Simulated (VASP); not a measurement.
# W in VASP: a series of runs, part 2 of 2

VASP 6.6.1. Earlier steps stand in the parts before.

### Step 4. Single point, LDA

INCAR

```
SYSTEM = W
PREC = Accurate ; ENCUT = 520
EDIFF = 1E-6 ; ISMEAR = -1
SIGMA = 0.1 ; LREAL = .False.
LASPH = .True. ; NELM = 100
ALGO = Normal ; ISIF = 2
LWAVE = .False. ; LCHARG = .False.
LDIPOL = .True. ; IDIPOL = 3
DIPOL = 0.5 0.5 0.500 ; GGA = CA
NBANDS = 43
```

KPOINTS

```
regular mesh
0
Gamma
  12 12 1
  0 0 0
```

POSCAR

```
W
1.0
    3.1348743764      0.0000000000      0.0000000000
    0.0000000000      3.1348743764      0.0000000000
    0.0000000000      0.0000000000     22.2697000000
W
5
Direct
    0.0000000000      0.0000000000      0.3592314053
    0.5000000000      0.5000000000      0.4296157024
    0.0000000000      0.0000000000      0.5000000000
    0.5000000000      0.5000000000      0.5703842976
    0.0000000000      0.0000000000      0.6407685947
```

Potentials or basis: VASP PAW LDA potentials, release 64 (W_sv).

Run with:

```sh
> cat potpaw_LDA.64/W_sv/POTCAR > POTCAR
> mpirun -np 1 vasp_std > vasp.out
```

OUTCAR:

```text
SYSTEM = W
   PREC = Accurate
   ENCUT = 520
   EDIFF = 1E-6
   ISMEAR = -1
   LREAL = .False.
   LASPH = .True.
   NELM = 100
   ISIF = 2
   GGA = CA

 ion  position               nearest neighbor table
   1  0.000  0.000  0.359-   2 2.71   2 2.71   2 2.71   2 2.71   3 3.13
   2  0.500  0.500  0.430-   1 2.71   1 2.71   1 2.71   1 2.71   3 2.71   3 2.71   3 2.71   3 2.71
                             4 3.13
   3  0.000  0.000  0.500-   2 2.71   4 2.71   2 2.71   4 2.71   2 2.71   4 2.71   2 2.71   4 2.71
                             1 3.13   5 3.13
   4  0.500  0.500  0.570-   5 2.71   5 2.71   5 2.71   5 2.71   3 2.71   3 2.71   3 2.71   3 2.71
                             2 3.13
   5  0.000  0.000  0.641-   4 2.71   4 2.71   4 2.71   4 2.71   3 3.13

  LATTYP: Found a simple tetragonal cell.
 ALAT       =     3.1348743764
 C/A-ratio  =     7.1038572287

  Lattice vectors:

 A1 = (   3.1348743764,   0.0000000000,   0.0000000000)
 A2 = (   0.0000000000,   3.1348743764,   0.0000000000)
 A3 = (   0.0000000000,   0.0000000000,  22.2697000000)

Analysis of symmetry for initial positions (statically):
=====================================================================
 Subroutine PRICEL returns:
 Original cell was already a primitive cell.

 Routine SETGRP: Setting up the symmetry group for a
 simple tetragonal supercell.

 Subroutine GETGRP returns: Found 16 space group operations
 (whereof 16 operations were pure point group operations)
 out of a pool of 16 trial point group operations.

The static configuration has the point symmetry D_4h.

Analysis of symmetry for dynamics (positions and initial velocities):
=====================================================================
 Subroutine PRICEL returns:
 Original cell was already a primitive cell.

 Routine SETGRP: Setting up the symmetry group for a
 simple tetragonal supercell.

 Subroutine GETGRP returns: Found 16 space group operations
 (whereof 16 operations were pure point group operations)
 out of a pool of 16 trial point group operations.

The dynamic configuration has the point symmetry D_4h.

 Subroutine INISYM returns: Found 16 space group operations
 (whereof 16 operations are pure point group operations),
 and found     1 'primitive' translations

----------------------------------------------------------------------------------------

                                     Primitive cell

  volume of cell :     218.8541

  direct lattice vectors                    reciprocal lattice vectors
     3.134874376  0.000000000  0.000000000     0.318992049  0.000000000  0.000000000
     0.000000000  3.134874376  0.000000000     0.000000000  0.318992049  0.000000000
     0.000000000  0.000000000 22.269700000     0.000000000  0.000000000  0.044904062

  length of vectors
     3.134874376  3.134874376 22.269700000     0.318992049  0.318992049  0.044904062

  position of ions in fractional coordinates (direct lattice)
     0.000000000  0.000000000  0.359231405
     0.500000000  0.500000000  0.429615702
     0.000000000  0.000000000  0.500000000
     0.500000000  0.500000000  0.570384298
     0.000000000  0.000000000  0.640768595

  ion indices of the primitive-cell ions
   primitive index   ion index
                 1           1
                 2           2
[... 54 lines left out ...]
  0.333333  0.333333  0.000000      4.000000
  0.416667  0.333333  0.000000      8.000000
 [... further k-points ...]
   k-points           NKPTS =     28   k-points in BZ     NKDIM =     28   number of bands    NBANDS=     43
   number of dos      NEDOS =    301   number of ions     NIONS =      5
   total plane-waves  NPLWV =  96768
   dimension x,y,z NGX =    24 NGY =   24 NGZ =  168
   dimension x,y,z NGXF=    48 NGYF=   48 NGZF=  336
   ions per type =               5
   NGX,Y,Z   is equivalent  to a cutoff of  12.73, 12.73, 12.54 a.u.
   NGXF,Y,Z  is equivalent  to a cutoff of  25.45, 25.45, 25.08 a.u.
 SYSTEM =  W
   PREC   = accura    normal or accurate (medium, high low for compatibility)
   ISTART =      0    job   : 0-new  1-cont  2-samecut
   ICHARG =      2    charge: 1-file 2-atom 10-const
   ISPIN  =      1    spin polarized calculation?
   LNONCOLLINEAR =      F non collinear calculations
   LSORBIT =      F    spin-orbit coupling
   LASPH  =      T    aspherical Exc in radial PAW
   ENCUT  =  520.0 eV  38.22 Ry    6.18 a.u.   5.83  5.83 41.41*2*pi/ulx,y,z
   NELM   =    100;   NELMIN=  2; NELMDL= -5     # of ELM steps
   EDIFF  = 0.1E-05   stopping-criterion for ELM
   LREAL  =      F    real-space projection
   EDIFFG = 0.1E-04   stopping-criterion for IOM
   NSW    =      0    number of steps for IOM
   IBRION =     -1    ionic relax: 0-MD 1-quasi-New 2-CG
   NFREE  =      0    steps in history (QN), initial steepest desc. (CG)
   ISIF   =      2    stress and relaxation
   ISYM   =      2    0-nonsym 1-usesym 2-fastsym
   POTIM  = 0.5000    time-step for ionic-motion
   TEBEG  =    0.0;   TEEND  =   0.0 temperature during run
   PSTRESS=    0.0 pullay stress
   NELECT =      70.0000    total number of electrons
   NUPDOWN=      -1.0000    fix difference up-down
   EMIN   =  10.00;   EMAX   =-10.00  energy-range for DOS
   EFERMI =   0.00;   METHOD = LEGACY
   ISMEAR =    -1;   SIGMA  =   0.10  broadening in eV -4-tet -1-fermi 0-gaus
   EFERMI_NEDOS =   21; number of points for ismear=-14 and -15
   IALGO  =     38    algorithm
   IMIX   =      4    mixing-type and parameters
     AMIX     =   0.40;   BMIX     =  1.00
     AMIX_MAG =   1.60;   BMIX_MAG =  1.00
  volume/ion in A,a.u.               =      43.77       295.38
  Fermi-wavevector in a.u.,A,eV,Ry     =   1.119582  2.115703 17.054415  1.253464
  Thomas-Fermi vector in A             =   2.256222
   LORBIT       =      0    0 simple, 1 ext, 2 COOP (PROOUT), +10 PAW based schemes
   GGA     = CA    functional components
   LHFCALC =     F    Hartree Fock is set to
   AEXX    =    0.0000 exact exchange contribution
   IVDW    =     0    specifies the selected vdW correction
   LEPSILON=     F    determine dielectric tensor
   LRPA    =     F    only Hartree local field effects (RPA)
 non-spin polarized calculation
  energy-cutoff  :      520.00
  volume of cell :      218.85
 maximum number of plane-waves:      5952
 NGX is ok and might be reduce to    24
   NGX = 11   NGY = 11   NGZ = 83

 dipolmoment           0.000000      0.000000      0.000000 electrons x Angstroem

 number of electron      70.0000010 magnetization

 dipolmoment           0.000000      0.000000     -0.000000 electrons x Angstroem

 Free energy of the ion-electron system (eV)
  ---------------------------------------------------
  ext. energy  EPLUGINS =         0.00000000
  ---------------------------------------------------
  free energy    TOTEN  =       -64.86317302 eV

  energy without entropy =      -64.67249240  energy(sigma->0) =      -64.76783271

 E-fermi :   1.2738     XC(G=0):  -6.1210

 val. band max:        1.2735689190   @ k =   0.5000   0.0833   0.0000
 cond. band min:       1.3211188997   @ k =   0.3333   0.0833   0.0000
 fundamental gap:      0.0475499807
 Fermi energy:         1.2737890092

 k-point     1 :       0.0000    0.0000    0.0000
  band No.  band energies     occupation
      1     -72.3775      2.00000
      2     -72.2869      2.00000
      3     -72.2739      2.00000
      4     -72.0812      2.00000
      5     -72.0562      2.00000
      6     -37.1119      2.00000
[... 1093 lines left out ...]
     42       4.2544      0.00000
     43       4.4192      0.00000

 [... further k-points ...]

------------------------ aborting loop because EDIFF is reached ----------------------------------------

 vacuum level on the upper side and lower side of the slab       (xc-potential included)        -0.192        -0.192

  FORCE on cell =-STRESS in cart. coord.  units (eV):
  Direction    XX          YY          ZZ          XY          YZ          ZX
  --------------------------------------------------------------------------------------
  -------------------------------------------------------------------------------------
  Total       -8.9473111     -8.9473111     -5.4613177      0.0000000      0.0000000      0.0000000
  in kB      -65.5010813    -65.5010813    -39.9809746      0.0000000      0.0000000      0.0000000
  external PRESSURE =     -56.9943791 kB  Pullay stress =       0.0000000 kB

 VOLUME and BASIS-vectors are now :
 -----------------------------------------------------------------------------
  energy-cutoff  :      520.00
  volume of cell :      218.85
      direct lattice vectors                 reciprocal lattice vectors
     3.134874376  0.000000000  0.000000000     0.318992049  0.000000000  0.000000000
     0.000000000  3.134874376  0.000000000     0.000000000  0.318992049  0.000000000
     0.000000000  0.000000000 22.269700000     0.000000000  0.000000000  0.044904062

 POSITION                                       TOTAL-FORCE (eV/Angst)
 -----------------------------------------------------------------------------------
      0.00000      0.00000      7.99998         0.000000     -0.000000      1.656320
      1.56744      1.56744      9.56741        -0.000000      0.000000     -1.589093
      0.00000      0.00000     11.13485         0.000000     -0.000000      0.000000
      1.56744      1.56744     12.70229        -0.000000      0.000000      1.589093
      0.00000      0.00000     14.26972         0.000000     -0.000000     -1.656320
 -----------------------------------------------------------------------------------
    total drift:                                0.000000     -0.000000      0.000000

  FREE ENERGIE OF THE ION-ELECTRON SYSTEM (eV)
  ---------------------------------------------------
  free  energy   TOTEN  =       -64.8631730166 eV

  energy  without entropy=      -64.6724923989  energy(sigma->0) =      -64.76783271

 vacuum level on the upper side and lower side of the slab         5.608         5.608
```

stdout:

```text
POSCAR found type information on POSCAR W
 POSCAR found :  1 types and       5 ions
 scaLAPACK will be used
 LDA part: xc-table for (Slater(with rela. corr.)+CA(PZ))
 , standard interpolation
 POSCAR, INCAR and KPOINTS ok, starting setup
 FFT: planning ... GRIDC
 FFT: planning ... GRID_SOFT
 FFT: planning ... GRID
 WAVECAR not read
 entering main loop
```

It took 10 min on 1 thread of Oxide Virtual Turin-like, shared host; peak memory 0.31 GiB.

What came out:

```
Free energy            : -64.8632 eV
Largest force          : 1.656 eV/Å
Band gap on the k mesh : zero (bands 35 and 36 overlap by 2.20 eV)
```

Forces in eV/Å, atoms in the order of the input:
```
W    0.000  0.000  1.656
W    0.000  0.000 -1.589
W    0.000  0.000  0.000
W    0.000  0.000  1.589
W    0.000  0.000 -1.656
```

Caveat: spin-orbit coupling is left out, which moves the levels of the heavy elements.
